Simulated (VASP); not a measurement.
# Rb2Si2S (P4/mmm) in VASP: a series of runs

The runs below take Rb2Si2S through single point, relaxation of cell and atoms, with PBE.

Everything below comes from runs of VASP 6.6.1. Logs are shortened: lines on timing, memory, paths and dates and some standing lists are left out, and cuts for length are marked.

## (1) The cell of the first run

Symmetry: P4/mmm, No. 123, tetragonal system. Conventional cell: a = 5.840 Å, b = 5.840 Å, c = 6.366 Å, α = 90.00°, β = 90.00°, γ = 90.00°. Rb (site symmetry 4/mmm) has 4 Si at 2.92 Å within 3.8 Å. Within 4.2 Å of Rb (site symmetry 4/mmm) lie 2 S at 3.18 Å. Within 3.8 Å of Si (site symmetry mmm) lie 2 Rb at 2.92 Å and 2 S at 2.92 Å. Within 3.8 Å of S (site symmetry 4/mmm) lie 4 Si at 2.92 Å and 2 Rb at 3.18 Å.

## (2) Single point, PBE

File INCAR:

```
ALGO = Normal
EDIFF = 1E-6
ENCUT = 520
GGA = PE
ISIF = 2
ISMEAR = 0
LASPH = T
LCHARG = T
LELF = T
LREAL = F
LVHAR = T
LWAVE = F
NBANDS = 24
NELM = 100
PREC = Accurate
SIGMA = 0.1
```

File KPOINTS:

```
k-points
0
Gamma
  6 6 6
```

File POSCAR:

```
Rb2Si2S
1.0
    5.8396337233      0.0000000000      0.0000000000
    0.0000000000      5.8396337233      0.0000000000
    0.0000000000      0.0000000000      6.3664779546
Rb Si S
2 2 1
Direct
    0.0000000000      0.0000000000      0.0000000000
    0.5000000000      0.5000000000      0.5000000000
    0.0000000000      0.5000000000      0.0000000000
    0.5000000000      0.0000000000      0.0000000000
    0.5000000000      0.5000000000      0.0000000000
```

Potentials or basis: VASP PAW PBE potentials, release 64 (Rb_sv, Si, S).

On the command line:

```bash
cat potpaw_PBE.64/Rb_sv/POTCAR potpaw_PBE.64/Si/POTCAR potpaw_PBE.64/S/POTCAR > POTCAR
mpirun -np 1 vasp_std > vasp.out
```

OUTCAR:

```text
EDIFF = 1E-6
   ENCUT = 520
   GGA = PE
   ISIF = 2
   ISMEAR = 0
   LASPH = T
   LREAL = F
   NELM = 100
   PREC = Accurate

 ion  position               nearest neighbor table
   1  0.000  0.000  0.000-   3 2.92   4 2.92   3 2.92   4 2.92   5 4.13   5 4.13   5 4.13   5 4.13
                             2 5.21   2 5.21   2 5.21   2 5.21   2 5.21   2 5.21   2 5.21   2 5.21
   2  0.500  0.500  0.500-   5 3.18   5 3.18   3 4.32   3 4.32   4 4.32   4 4.32   4 4.32   4 4.32
                             3 4.32   3 4.32   1 5.21   1 5.21   1 5.21   1 5.21   1 5.21   1 5.21
   3  0.000  0.500  0.000-   1 2.92   5 2.92   1 2.92   5 2.92   2 4.32   2 4.32   2 4.32   2 4.32

   4  0.500  0.000  0.000-   1 2.92   5 2.92   5 2.92   1 2.92   2 4.32   2 4.32   2 4.32   2 4.32

   5  0.500  0.500  0.000-   3 2.92   4 2.92   4 2.92   3 2.92   2 3.18   2 3.18   1 4.13   1 4.13
                             1 4.13   1 4.13

  LATTYP: Found a simple tetragonal cell.
 ALAT       =     5.8396337233
 C/A-ratio  =     1.0902187117

  Lattice vectors:

 A1 = (   5.8396337233,   0.0000000000,   0.0000000000)
 A2 = (   0.0000000000,   5.8396337233,   0.0000000000)
 A3 = (   0.0000000000,   0.0000000000,   6.3664779546)

Analysis of symmetry for initial positions (statically):
=====================================================================
 Subroutine PRICEL returns:
 Original cell was already a primitive cell.

 Routine SETGRP: Setting up the symmetry group for a
 simple tetragonal supercell.

 Subroutine GETGRP returns: Found 16 space group operations
 (whereof 16 operations were pure point group operations)
 out of a pool of 16 trial point group operations.

The static configuration has the point symmetry D_4h.

Analysis of symmetry for dynamics (positions and initial velocities):
=====================================================================
 Subroutine PRICEL returns:
 Original cell was already a primitive cell.

 Routine SETGRP: Setting up the symmetry group for a
 simple tetragonal supercell.

 Subroutine GETGRP returns: Found 16 space group operations
 (whereof 16 operations were pure point group operations)
 out of a pool of 16 trial point group operations.

The dynamic configuration has the point symmetry D_4h.

 Subroutine INISYM returns: Found 16 space group operations
 (whereof 16 operations are pure point group operations),
 and found     1 'primitive' translations

----------------------------------------------------------------------------------------

                                     Primitive cell

  volume of cell :     217.1053

  direct lattice vectors                    reciprocal lattice vectors
     5.839633723  0.000000000  0.000000000     0.171243617  0.000000000  0.000000000
     0.000000000  5.839633723  0.000000000     0.000000000  0.171243617  0.000000000
     0.000000000  0.000000000  6.366477955     0.000000000  0.000000000  0.157072719

  length of vectors
     5.839633723  5.839633723  6.366477955     0.171243617  0.171243617  0.157072719

  position of ions in fractional coordinates (direct lattice)
     0.000000000  0.000000000  0.000000000
     0.500000000  0.500000000  0.500000000
     0.000000000  0.500000000  0.000000000
     0.500000000  0.000000000  0.000000000
     0.500000000  0.500000000  0.000000000

  ion indices of the primitive-cell ions
   primitive index   ion index
                 1           1
                 2           2
                 3           3
                 4           4
                 5           5

----------------------------------------------------------------------------------------

 KPOINTS: k-points

Automatic generation of k-mesh.
 Grid dimensions read from file:
 generate k-points for:    6    6    6

 Generating k-lattice:

  Cartesian coordinates                     Fractional coordinates (reciprocal lattice)
     0.028540603  0.000000000  0.000000000     0.166666667  0.000000000  0.000000000
     0.000000000  0.028540603  0.000000000     0.000000000  0.166666667  0.000000000
     0.000000000  0.000000000  0.026178786     0.000000000  0.000000000  0.166666667

  Length of vectors
     0.028540603  0.028540603  0.026178786

  Shift w.r.t. Gamma in fractional coordinates (k-lattice)
     0.000000000  0.000000000  0.000000000

 Subroutine IBZKPT returns following result:
 ===========================================

 Found     40 irreducible k-points:

 Following reciprocal coordinates:
            Coordinates               Weight
  0.000000  0.000000  0.000000      1.000000
  0.166667  0.000000  0.000000      4.000000
  0.333333  0.000000  0.000000      4.000000
  0.500000  0.000000  0.000000      2.000000
  0.166667  0.166667  0.000000      4.000000
  0.333333  0.166667  0.000000      8.000000
[... 16 lines left out ...]
  0.333333  0.000000  0.333333      8.000000
  0.500000  0.000000  0.333333      4.000000
 [... further k-points ...]
   k-points           NKPTS =     40   k-points in BZ     NKDIM =     40   number of bands    NBANDS=     24
   number of dos      NEDOS =    301   number of ions     NIONS =      5
   total plane-waves  NPLWV = 110592
   dimension x,y,z NGX =    48 NGY =   48 NGZ =   48
   dimension x,y,z NGXF=    96 NGYF=   96 NGZF=   96
   ions per type =               2   2   1
   NGX,Y,Z   is equivalent  to a cutoff of  13.66, 13.66, 12.53 a.u.
   NGXF,Y,Z  is equivalent  to a cutoff of  27.33, 27.33, 25.07 a.u.
 SYSTEM =  unknown system
   PREC   = accura    normal or accurate (medium, high low for compatibility)
   ISTART =      0    job   : 0-new  1-cont  2-samecut
   ICHARG =      2    charge: 1-file 2-atom 10-const
   ISPIN  =      1    spin polarized calculation?
   LNONCOLLINEAR =      F non collinear calculations
   LSORBIT =      F    spin-orbit coupling
   LASPH  =      T    aspherical Exc in radial PAW
   ENCUT  =  520.0 eV  38.22 Ry    6.18 a.u.  10.86 10.86 11.84*2*pi/ulx,y,z
   NELM   =    100;   NELMIN=  2; NELMDL= -5     # of ELM steps
   EDIFF  = 0.1E-05   stopping-criterion for ELM
   LREAL  =      F    real-space projection
   EDIFFG = 0.1E-04   stopping-criterion for IOM
   NSW    =      0    number of steps for IOM
   IBRION =     -1    ionic relax: 0-MD 1-quasi-New 2-CG
   NFREE  =      0    steps in history (QN), initial steepest desc. (CG)
   ISIF   =      2    stress and relaxation
   ISYM   =      2    0-nonsym 1-usesym 2-fastsym
   POTIM  = 0.5000    time-step for ionic-motion
   TEBEG  =    0.0;   TEEND  =   0.0 temperature during run
   PSTRESS=    0.0 pullay stress
   NELECT =      32.0000    total number of electrons
   NUPDOWN=      -1.0000    fix difference up-down
   EMIN   =  10.00;   EMAX   =-10.00  energy-range for DOS
   EFERMI =   0.00;   METHOD = LEGACY
   ISMEAR =     0;   SIGMA  =   0.10  broadening in eV -4-tet -1-fermi 0-gaus
   EFERMI_NEDOS =   21; number of points for ismear=-14 and -15
   IALGO  =     38    algorithm
   IMIX   =      4    mixing-type and parameters
     AMIX     =   0.40;   BMIX     =  1.00
     AMIX_MAG =   1.60;   BMIX_MAG =  1.00
  volume/ion in A,a.u.               =      43.42       293.02
  Fermi-wavevector in a.u.,A,eV,Ry     =   0.864771  1.634181 10.174840  0.747830
  Thomas-Fermi vector in A             =   1.982917
   LORBIT       =      0    0 simple, 1 ext, 2 COOP (PROOUT), +10 PAW based schemes
   GGA     = PE    functional components
   LHFCALC =     F    Hartree Fock is set to
   AEXX    =    0.0000 exact exchange contribution
   IVDW    =     0    specifies the selected vdW correction
   LEPSILON=     F    determine dielectric tensor
   LRPA    =     F    only Hartree local field effects (RPA)
 non-spin polarized calculation
 Gauss-broadening in eV      SIGMA  =   0.10
  energy-cutoff  :      520.00
  volume of cell :      217.11
 maximum number of plane-waves:      5912
 NGX is ok and might be reduce to    48
   NGX = 21   NGY = 21   NGZ = 23

 number of electron      32.0000001 magnetization

 Free energy of the ion-electron system (eV)
  ---------------------------------------------------
  ext. energy  EPLUGINS =         0.00000000
  ---------------------------------------------------
  free energy    TOTEN  =       -12.81026412 eV

  energy without entropy =      -12.77856603  energy(sigma->0) =      -12.79441508

 E-fermi :   0.8023     XC(G=0):  -6.7277

 val. band max:        0.7943125966   @ k =   0.3333   0.0000   0.1667
 cond. band min:       0.8053479829   @ k =   0.1667   0.0000   0.3333
 fundamental gap:      0.0110353863
 Fermi energy:         0.8022602666

 k-point     1 :       0.0000    0.0000    0.0000
  band No.  band energies     occupation
      1     -26.6100      2.00000
      2     -26.4075      2.00000
      3     -11.3792      2.00000
      4     -11.0316      2.00000
      5     -11.0316      2.00000
      6     -10.7160      2.00000
[... 16 lines left out ...]
     23       4.8260      0.00000
     24       4.8260      0.00000

 k-point     2 :       0.1667    0.0000    0.0000
  band No.  band energies     occupation
      1     -26.6097      2.00000
      2     -26.4075      2.00000
      3     -11.4271      2.00000
      4     -11.0299      2.00000
      5     -10.9928      2.00000
      6     -10.7141      2.00000
[... 16 lines left out ...]
     23       4.6710      0.00000
     24       4.7653      0.00000

 k-point     3 :       0.3333    0.0000    0.0000
  band No.  band energies     occupation
      1     -26.6093      2.00000
      2     -26.4074      2.00000
      3     -11.5074      2.00000
      4     -11.0265      2.00000
      5     -10.9272      2.00000
      6     -10.7102      2.00000
[... 16 lines left out ...]
     23       4.6448      0.00000
     24       5.5892      0.00000
[... 514 lines left out ...]
 k-point    23 :       0.3333    0.0000    0.3333
  band No.  band energies     occupation
      1     -26.6093      2.00000
      2     -26.4072      2.00000
      3     -11.6765      2.00000
      4     -11.0261      2.00000
      5     -11.0177      2.00000
      6     -10.7156      2.00000
[... 16 lines left out ...]
     23       4.8377      0.00000
     24       5.4353      0.00000

 k-point    24 :       0.5000    0.0000    0.3333
  band No.  band energies     occupation
      1     -26.6091      2.00000
      2     -26.4072      2.00000
      3     -11.6977      2.00000
      4     -11.0246      2.00000
      5     -11.0112      2.00000
      6     -10.7159      2.00000
[... 16 lines left out ...]
     23       4.4990      0.00000
     24       5.6849      0.00000

 [... further k-points ...]
[... 5 lines left out ...]
  --------------------------------------------------------------------------------------
  -------------------------------------------------------------------------------------
  Total        0.0296163      0.0296163     -0.0017682      0.0000000     -0.0000000      0.0000000
  in kB        0.2185600      0.2185600     -0.0130491      0.0000000     -0.0000000      0.0000000
  external PRESSURE =       0.1413570 kB  Pullay stress =       0.0000000 kB

 VOLUME and BASIS-vectors are now :
 -----------------------------------------------------------------------------
  energy-cutoff  :      520.00
  volume of cell :      217.11
      direct lattice vectors                 reciprocal lattice vectors
     5.839633723  0.000000000  0.000000000     0.171243617  0.000000000  0.000000000
     0.000000000  5.839633723  0.000000000     0.000000000  0.171243617  0.000000000
     0.000000000  0.000000000  6.366477955     0.000000000  0.000000000  0.157072719

 POSITION                                       TOTAL-FORCE (eV/Angst)
 -----------------------------------------------------------------------------------
      0.00000      0.00000      0.00000         0.000000      0.000000      0.000000
      2.91982      2.91982      3.18324         0.000000      0.000000      0.000000
      0.00000      2.91982      0.00000         0.000000      0.000000      0.000000
      2.91982      0.00000      0.00000         0.000000      0.000000      0.000000
      2.91982      2.91982      0.00000         0.000000      0.000000      0.000000
 -----------------------------------------------------------------------------------
    total drift:                                0.000000     -0.000000      0.000000

  FREE ENERGIE OF THE ION-ELECTRON SYSTEM (eV)
  ---------------------------------------------------
  free  energy   TOTEN  =       -12.8102641176 eV

  energy  without entropy=      -12.7785660343  energy(sigma->0) =      -12.79441508
```

Run time: 2.2 min. Hardware: 1 thread of Intel Xeon 6975P-C (Granite Rapids), shared host; peak memory 0.43 GiB.

Results:

```
Free energy            : -12.8103 eV
Pressure               : 0.0 GPa
Band gap on the k mesh : zero (band 16 reaches 1.40 eV, above the bottom of band 17 at 0.29 eV)
```

Levels at points of the mesh, in eV from the Fermi level:
| k point | band 13 | band 14 | band 15 | band 16 | band 17 | band 18 | band 19 | band 20 |
| --- | --- | --- | --- | --- | --- | --- | --- | --- |
| (0.00, 0.00, 0.00) | -3.56 | -2.14 | 0.58 | 0.60 | 1.20 | 1.32 | 1.32 | 2.95 |
| (0.50, 0.00, 0.00) | -2.01 | -1.52 | -0.27 | -0.12 | 0.35 | 0.73 | 0.83 | 2.36 |
| (0.50, 0.50, 0.00) | -1.52 | -1.07 | -1.07 | -0.36 | -0.36 | -0.08 | 0.04 | 1.05 |
| (0.00, 0.00, 0.50) | -3.60 | -2.79 | -0.06 | 0.26 | 1.36 | 1.36 | 3.05 | 3.36 |
| (0.50, 0.00, 0.50) | -2.64 | -1.54 | -0.34 | -0.22 | -0.07 | 0.80 | 0.89 | 3.51 |
| (0.50, 0.50, 0.50) | -1.46 | -1.08 | -1.08 | -0.51 | -0.51 | -0.08 | 0.11 | 1.07 |

## (3) Relaxation of cell and atoms, PBE

This run uses another cell than the first one, of 43.14 Å³/atom, 0.994 times its volume.

File INCAR:

```
SYSTEM = Rb2Si2S
PREC = Accurate
ENCUT = 600
EDIFF = 1E-7
ISMEAR = 0
SIGMA = 0.1
LREAL = .FALSE.
LASPH = .TRUE.
NELM = 100
ALGO = Normal
ISIF = 3
LWAVE = .FALSE.
LCHARG = .FALSE.
GGA = PE
IBRION = 2
NSW = 100
EDIFFG = -0.01
```

File KPOINTS:

```
regular mesh
0
G
  6 6 6
  0 0 0
```

Edit POSCAR of step 2 so:

```diff
@@ -2,5 +2,5 @@
 1.0
-    5.8396337233      0.0000000000      0.0000000000
-    0.0000000000      5.8396337233      0.0000000000
-    0.0000000000      0.0000000000      6.3664779546
+    5.8183343742      0.0000000000      0.0000000000
+    0.0000000000      5.8183343742      0.0000000000
+    0.0000000000      0.0000000000      6.3718248701
 Rb Si S
```

Potentials or basis: VASP PAW PBE potentials, release 64 (Rb_sv, Si, S).

On the command line:

```bash
cat potpaw_PBE.64/Rb_sv/POTCAR potpaw_PBE.64/Si/POTCAR potpaw_PBE.64/S/POTCAR > POTCAR
mpirun -np 1 vasp_std > vasp.out
```

Run time: 4.7 min. Hardware: 1 thread of Intel Xeon 6975P-C (Granite Rapids), shared host; peak memory 0.5 GiB.

The run converged. Its results:

```
Free energy                            : -12.8104 eV
Relaxed volume                         : 43.51 Å³/atom
Relaxed cell                           : a = 5.844 Å, b = 5.844 Å, c = 6.371 Å, α = 90.00°, β = 90.00°, γ = 90.00°
Space group after relaxing (to 0.05 Å) : P4/mmm (No. 123)
Energy gained by relaxing              : 0.2 meV/atom
Ionic steps                            : 3
Pressure after relaxing                : 0.0 GPa
Band gap on the k mesh                 : zero (band 16 reaches 1.39 eV, above the bottom of band 17 at 0.28 eV)
```

The path:
```tsv
step	energy change (eV)	largest force (eV/Å)	pressure (GPa)	volume (Å³)
1	0.0000	0.0000	0.13	215.71
2	-0.0009	0.0000	0.05	216.78
3	-0.0011	0.0000	-0.01	217.56
```

Final structure:
```
Rb Si S
1.0
     5.84392    0.00000    0.00000
     0.00000    5.84392    0.00000
     0.00000    0.00000    6.37055
Rb Si S
2 2 1
Direct
  0.00000 0.00000 0.00000
  0.50000 0.50000 0.50000
  0.00000 0.50000 0.00000
  0.50000 0.00000 0.00000
  0.50000 0.50000 0.00000
```

Levels at points of the mesh, in eV from the Fermi level:
```csv
k point,band 14,band 15,band 16,band 17,band 18,band 19
"(0.00, 0.00, 0.00)",-2.14,0.58,0.59,1.20,1.31,1.31
"(0.50, 0.00, 0.00)",-1.52,-0.28,-0.12,0.35,0.72,0.82
"(0.50, 0.50, 0.00)",-1.07,-1.07,-0.36,-0.36,-0.08,0.04
"(0.00, 0.00, 0.50)",-2.79,-0.06,0.26,1.35,1.35,3.06
"(0.50, 0.00, 0.50)",-1.53,-0.34,-0.22,-0.07,0.80,0.88
"(0.50, 0.50, 0.50)",-1.08,-1.08,-0.51,-0.51,-0.08,0.10
```

## (4) Single point, PBE

This run uses another cell than the first one, of 32.77 Å³/atom, 0.755 times its volume.

File INCAR:

```
SYSTEM = Rb2Si2S
PREC = Accurate
ENCUT = 520
EDIFF = 1E-6
ISMEAR = 0
SIGMA = 0.1
LREAL = .False.
LASPH = .True.
NELM = 100
ALGO = Normal
ISIF = 2
LWAVE = .False.
LCHARG = .False.
GGA = PE
NBANDS = 24
```

File KPOINTS:

```
Automatic mesh
0
Gamma
  4 4 4
  0 0 0
```

Edit POSCAR of step 3 so:

```diff
@@ -2,5 +2,5 @@
 1.0
-    5.8183343742      0.0000000000      0.0000000000
-    0.0000000000      5.8183343742      0.0000000000
-    0.0000000000      0.0000000000      6.3718248701
+    5.1189045100      0.0000000000      0.0000000000
+    0.0000000000      5.1189045100      0.0000000000
+    0.0000000000      0.0000000000      6.2527644900
 Rb Si S
```

On the command line:

```bash
cat potpaw_PBE.64/Rb_sv/POTCAR potpaw_PBE.64/Si/POTCAR potpaw_PBE.64/S/POTCAR > POTCAR
mpirun -np 1 vasp_std > vasp.out
```

Run time: 43 s. Hardware: 1 thread of Intel Xeon 6975P-C (Granite Rapids), shared host; peak memory 0.28 GiB.

Results (log left out):

| Quantity | Value |
| --- | --- |
| Free energy | -11.4261 eV |
| Pressure | 7.2 GPa |
| Band gap on the k mesh | zero (band 16 reaches 3.09 eV, above the bottom of band 17 at 1.78 eV) |

Stress tensor (GPa, compression positive):
```
10.23  0.00  0.00
 0.00 10.23  0.00
 0.00  0.00  1.01
```

Levels at points of the mesh, in eV from the Fermi level:
| k point | band 14 | band 15 | band 16 | band 17 | band 18 | band 19 |
| --- | --- | --- | --- | --- | --- | --- |
| (0.00, 0.00, 0.00) | -3.26 | 0.55 | 0.67 | 0.95 | 1.69 | 2.62 |
| (0.50, 0.00, 0.00) | -1.87 | -0.56 | 0.01 | 0.26 | 1.17 | 1.87 |
| (0.50, 0.50, 0.00) | -1.14 | -1.14 | -0.52 | -0.50 | -0.50 | 0.23 |
| (0.00, 0.00, 0.50) | -3.97 | -0.02 | 0.29 | 1.73 | 2.81 | 2.81 |
| (0.50, 0.00, 0.50) | -1.87 | -0.61 | -0.20 | 0.11 | 1.28 | 1.97 |
| (0.50, 0.50, 0.50) | -1.12 | -1.12 | -0.52 | -0.46 | -0.46 | 0.27 |

## (5) Overview

```tsv
task	cell	k mesh	cutoff (eV)	gap on the mesh (eV)	pressure (GPa)
single point	a = 5.840, b = 5.840, c = 6.366 Å, 5 atoms	6 × 6 × 6	520	none	0.0
relaxation of cell and atoms	relaxed from a = 5.818, b = 5.818, c = 6.372 Å, 5 atoms	6 × 6 × 6	600	none	0.0
single point	a = 5.119, b = 5.119, c = 6.253 Å, 5 atoms	4 × 4 × 4	520	none	7.2
```

Alike in all rows: level PBE; potentials or basis VASP PAW PBE potentials, release 64 (Rb_sv, Si, S); no spin polarisation; smearing gaussian 0.1 eV.

Total energies depend on the potentials used, so only differences within one code and one set of settings carry meaning.
